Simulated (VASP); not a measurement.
# Sr in VASP: further runs, part 2 of 2

VASP 6.6.1. The steps go on from the part before.

### Step 3. Single point, PBEsol

File INCAR:

```
PREC = Accurate
ENCUT = 400
EDIFF = 1E-6
ISMEAR = -1
SIGMA = 0.1
LREAL = False
LASPH = True
NELM = 120
ALGO = Normal
ISIF = 2
LWAVE = False
LCHARG = True
LDIPOL = True
IDIPOL = 3
DIPOL = 0.5 0.5 0.500
GGA = PS
LELF = True
LVHAR = True
LVACPOTAV = True
EFIELD = -0.1
NBANDS = 17
GGA_COMPAT = False
NELMDL = -8
```

File KPOINTS:

```
regular mesh
0
Gamma
  4 4 1
```

File POSCAR:

```
Sr
1.0
    4.2175437164      0.0000000000      0.0000000000
   -1.4058479055      3.9763383491      0.0000000000
    0.0000000000      0.0000000000     19.4436100244
Sr
2
Direct
    0.0000000000      0.0000000000      0.4114462278
    0.5000000000      0.5000000000      0.5885537722
```

Potentials or basis: VASP PAW PBE potentials, release 64 (Sr_sv).

The run is started by

```console
$ cat potpaw_PBE.64/Sr_sv/POTCAR > POTCAR
$ mpirun -np 1 vasp_std > vasp.out
```

OUTCAR:

```text
PREC = Accurate
   ENCUT = 400
   EDIFF = 1E-6
   ISMEAR = -1
   LREAL = False
   LASPH = True
   NELM = 120
   ISIF = 2
   GGA = PS
   NELMDL = -8

 ion  position               nearest neighbor table
   1  0.000  0.000  0.411-   2 4.22   2 4.22   2 4.87   2 4.87
   2  0.500  0.500  0.589-   1 4.22   1 4.22   1 4.87   1 4.87

  LATTYP: Found a base centered orthorhombic cell.
 ALAT       =     4.8700000000
 B/A-ratio  =     1.4142135624
 C/A-ratio  =     3.9925277258

  Lattice vectors:

 A1 = (   4.2175437164,   0.0000000000,   0.0000000000)
 A2 = (  -1.4058479055,   3.9763383491,   0.0000000000)
 A3 = (   0.0000000000,   0.0000000000,  19.4436100244)

Analysis of symmetry for initial positions (statically):
=====================================================================
 Subroutine PRICEL returns:
 Original cell was already a primitive cell.

 Routine SETGRP: Setting up the symmetry group for a
 base centered orthorhombic supercell.

 Subroutine GETGRP returns: Found  8 space group operations
 (whereof  4 operations were pure point group operations)
 out of a pool of  8 trial point group operations.

The static configuration has the point symmetry C_2v.
 The point group associated with its full space group is D_2h.

Analysis of symmetry for dynamics (positions and initial velocities):
=====================================================================
 An external electric field (EFIELD) may reduce the allowed symmetry operations
 Subroutine PRICEL returns:
 Original cell was already a primitive cell.

 Routine SETGRP: Setting up the symmetry group for a
 base centered orthorhombic supercell.

 Subroutine GETGRP returns: Found  4 space group operations
 (whereof  4 operations were pure point group operations)
 out of a pool of  8 trial point group operations.

The dynamic configuration has the point symmetry C_2v.

 Subroutine INISYM returns: Found  4 space group operations
 (whereof  4 operations are pure point group operations),
 and found     1 'primitive' translations

----------------------------------------------------------------------------------------

                                     Primitive cell

  volume of cell :     326.0767

  direct lattice vectors                    reciprocal lattice vectors
     4.217543716  0.000000000  0.000000000     0.237104833  0.083829218  0.000000000
    -1.405847905  3.976338349  0.000000000     0.000000000  0.251487653  0.000000000
     0.000000000  0.000000000 19.443610024     0.000000000  0.000000000  0.051430778

  length of vectors
     4.217543716  4.217543716 19.443610024     0.251487653  0.251487653  0.051430778

  position of ions in fractional coordinates (direct lattice)
     0.000000000  0.000000000  0.411446228
     0.500000000  0.500000000  0.588553772

  ion indices of the primitive-cell ions
   primitive index   ion index
                 1           1
                 2           2

----------------------------------------------------------------------------------------

 KPOINTS: regular mesh

Automatic generation of k-mesh.
 Grid dimensions read from file:
 generate k-points for:    4    4    1

 Generating k-lattice:

  Cartesian coordinates                     Fractional coordinates (reciprocal lattice)
     0.059276208  0.020957304  0.000000000     0.250000000  0.000000000  0.000000000
     0.000000000  0.062871913  0.000000000     0.000000000  0.250000000  0.000000000
     0.000000000  0.000000000  0.051430778     0.000000000  0.000000000  1.000000000

  Length of vectors
     0.062871913  0.062871913  0.051430778

  Shift w.r.t. Gamma in fractional coordinates (k-lattice)
     0.000000000  0.000000000  0.000000000

 Subroutine IBZKPT returns following result:
 ===========================================

 Found      7 irreducible k-points:

 Following reciprocal coordinates:
            Coordinates               Weight
  0.000000  0.000000  0.000000      1.000000
  0.250000  0.000000  0.000000      4.000000
  0.500000  0.000000  0.000000      2.000000
  0.250000  0.250000  0.000000      2.000000
  0.500000  0.250000  0.000000      4.000000
 -0.250000  0.250000  0.000000      2.000000
  0.500000  0.500000  0.000000      1.000000
   k-points           NKPTS =      7   k-points in BZ     NKDIM =      7   number of bands    NBANDS=     17
   number of dos      NEDOS =    301   number of ions     NIONS =      2
   total plane-waves  NPLWV = 100352
   dimension x,y,z NGX =    28 NGY =   28 NGZ =  128
   dimension x,y,z NGXF=    56 NGYF=   56 NGZF=  256
   ions per type =               2
   NGX,Y,Z   is equivalent  to a cutoff of  11.04, 11.04, 10.94 a.u.
   NGXF,Y,Z  is equivalent  to a cutoff of  22.07, 22.07, 21.89 a.u.
 SYSTEM =  unknown system
   PREC   = accura    normal or accurate (medium, high low for compatibility)
   ISTART =      0    job   : 0-new  1-cont  2-samecut
   ICHARG =      2    charge: 1-file 2-atom 10-const
   ISPIN  =      1    spin polarized calculation?
   LNONCOLLINEAR =      F non collinear calculations
   LSORBIT =      F    spin-orbit coupling
   LASPH  =      T    aspherical Exc in radial PAW
   ENCUT  =  400.0 eV  29.40 Ry    5.42 a.u.   6.88  6.88 31.71*2*pi/ulx,y,z
   NELM   =    120;   NELMIN=  2; NELMDL= -8     # of ELM steps
   EDIFF  = 0.1E-05   stopping-criterion for ELM
   LREAL  =      F    real-space projection
   EDIFFG = 0.1E-04   stopping-criterion for IOM
   NSW    =      0    number of steps for IOM
   IBRION =     -1    ionic relax: 0-MD 1-quasi-New 2-CG
   NFREE  =      0    steps in history (QN), initial steepest desc. (CG)
   ISIF   =      2    stress and relaxation
   ISYM   =      2    0-nonsym 1-usesym 2-fastsym
   POTIM  = 0.5000    time-step for ionic-motion
   TEBEG  =    0.0;   TEEND  =   0.0 temperature during run
   PSTRESS=    0.0 pullay stress
   NELECT =      20.0000    total number of electrons
   NUPDOWN=      -1.0000    fix difference up-down
   EMIN   =  10.00;   EMAX   =-10.00  energy-range for DOS
   EFERMI =   0.00;   METHOD = LEGACY
   ISMEAR =    -1;   SIGMA  =   0.10  broadening in eV -4-tet -1-fermi 0-gaus
   EFERMI_NEDOS =   21; number of points for ismear=-14 and -15
   IALGO  =     38    algorithm
   IMIX   =      4    mixing-type and parameters
     AMIX     =   0.40;   BMIX     =  1.00
     AMIX_MAG =   1.60;   BMIX_MAG =  1.00
  volume/ion in A,a.u.               =     163.04      1100.24
  Fermi-wavevector in a.u.,A,eV,Ry     =   0.645622  1.220048  5.671283  0.416828
  Thomas-Fermi vector in A             =   1.713338
   LORBIT       =      0    0 simple, 1 ext, 2 COOP (PROOUT), +10 PAW based schemes
   GGA     = PS    functional components
   LHFCALC =     F    Hartree Fock is set to
   AEXX    =    0.0000 exact exchange contribution
   IVDW    =     0    specifies the selected vdW correction
   LEPSILON=     F    determine dielectric tensor
   LRPA    =     F    only Hartree local field effects (RPA)
 non-spin polarized calculation
  energy-cutoff  :      400.00
  volume of cell :      326.08
 maximum number of plane-waves:      5944
   NGX = 13   NGY = 13   NGZ = 63

 dipolmoment           0.000000      0.000000      0.041624 electrons x Angstroem

 number of electron      20.0000000 magnetization

 dipolmoment           0.000000      0.000000     -0.084899 electrons x Angstroem

 Free energy of the ion-electron system (eV)
  ---------------------------------------------------
  ext. energy  EPLUGINS =         0.00000000
  ---------------------------------------------------
  free energy    TOTEN  =        -2.86294934 eV

  energy without entropy =       -2.73702720  energy(sigma->0) =       -2.79998827

 E-fermi :  -1.0651     XC(G=0):  -3.4002

 val. band max:       -1.1191907590   @ k =   0.5000   0.5000   0.0000
 cond. band min:      -1.0553298304   @ k =   0.5000   0.2500   0.0000
 fundamental gap:      0.0638609285
 Fermi energy:        -1.0651135037

 k-point     1 :       0.0000    0.0000    0.0000
  band No.  band energies     occupation
      1     -38.1147      2.00000
      2     -38.1045      2.00000
      3     -20.1863      2.00000
      4     -20.1062      2.00000
      5     -20.0174      2.00000
      6     -19.9961      2.00000
[... 9 lines left out ...]
     16       1.2957      0.00000
     17       1.5288      0.00000
[... 103 lines left out ...]
      1     -38.1037      2.00000
      2     -38.0942      2.00000
      3     -20.1533      2.00000
      4     -20.1466      2.00000
      5     -20.1236      2.00000
      6     -20.0945      2.00000
[... 9 lines left out ...]
     16       1.1754      0.00000
     17       1.8471      0.00000

------------------------ aborting loop because EDIFF is reached ----------------------------------------

  FORCE on cell =-STRESS in cart. coord.  units (eV):
  Direction    XX          YY          ZZ          XY          YZ          ZX
  --------------------------------------------------------------------------------------
  -------------------------------------------------------------------------------------
  Total       -0.7776344     -0.9342621     -0.9789606     -0.2215049      0.0000000      0.0000000
  in kB       -3.8209050     -4.5904946     -4.8101207     -1.0883639      0.0000000      0.0000000
  external PRESSURE =      -4.4071734 kB  Pullay stress =       0.0000000 kB

 VOLUME and BASIS-vectors are now :
 -----------------------------------------------------------------------------
  energy-cutoff  :      400.00
  volume of cell :      326.08
      direct lattice vectors                 reciprocal lattice vectors
     4.217543716  0.000000000  0.000000000     0.237104833  0.083829218  0.000000000
    -1.405847905  3.976338349  0.000000000     0.000000000  0.251487653  0.000000000
     0.000000000  0.000000000 19.443610024     0.000000000  0.000000000  0.051430778

 POSITION                                       TOTAL-FORCE (eV/Angst)
 -----------------------------------------------------------------------------------
      0.00000      0.00000      8.00000         0.000000      0.000000      0.277740
      1.40585      1.98817     11.44361         0.000000      0.000000     -0.277740
 -----------------------------------------------------------------------------------
    total drift:                               -0.000000     -0.000000     -0.000134

  FREE ENERGIE OF THE ION-ELECTRON SYSTEM (eV)
  ---------------------------------------------------
  free  energy   TOTEN  =        -2.8629493440 eV

  energy  without entropy=       -2.7370272026  energy(sigma->0) =       -2.79998827
```

OSZICAR:

```text
N       E                     dE             d eps       ncg     rms          rms(c)
DAV:   1     0.674916214118E+02    0.67492E+02   -0.79967E+03   342   0.678E+02
DAV:   2     0.489136117896E+01   -0.62600E+02   -0.61756E+02   327   0.165E+02
DAV:   3    -0.313986552730E+01   -0.80312E+01   -0.80125E+01   449   0.323E+01
[... 16 lines left out ...]
DAV:  20    -0.286287428271E+01    0.88658E-05   -0.88057E-06   219   0.719E-03    0.647E-03
DAV:  21    -0.286291637706E+01   -0.42094E-04   -0.92928E-06   234   0.712E-03    0.167E-03
DAV:  22    -0.286293740129E+01   -0.21024E-04   -0.22136E-06   244   0.300E-03    0.200E-03
DAV:  23    -0.286294868361E+01   -0.11282E-04   -0.11711E-06   250   0.232E-03    0.877E-04
DAV:  24    -0.286294934404E+01   -0.66043E-06   -0.33360E-08   209   0.781E-04
   1 F= -.28629493E+01 E0= -.27999883E+01  d E =-.125922E+00
```

Run time: 1.8 min. Hardware: 1 thread of Intel Xeon 8259CL, shared host; peak memory 0.28 GiB.

Results:

```yaml
Free_energy: -2.8629 eV
Largest_force: 0.278 eV/Å
Band_gap_on_the_k_mesh: zero (band 10 reaches -1.06 eV, above the bottom of band 11 at -1.12 eV)
```

Forces on the atoms (eV/Å):
```
Sr   0.000  0.000  0.278
Sr   0.000  0.000 -0.278
```

Caveat: the k points lie up to 0.40 Å⁻¹ apart; the PAW data sets were made with another functional, which shifts forces and pressure a little.
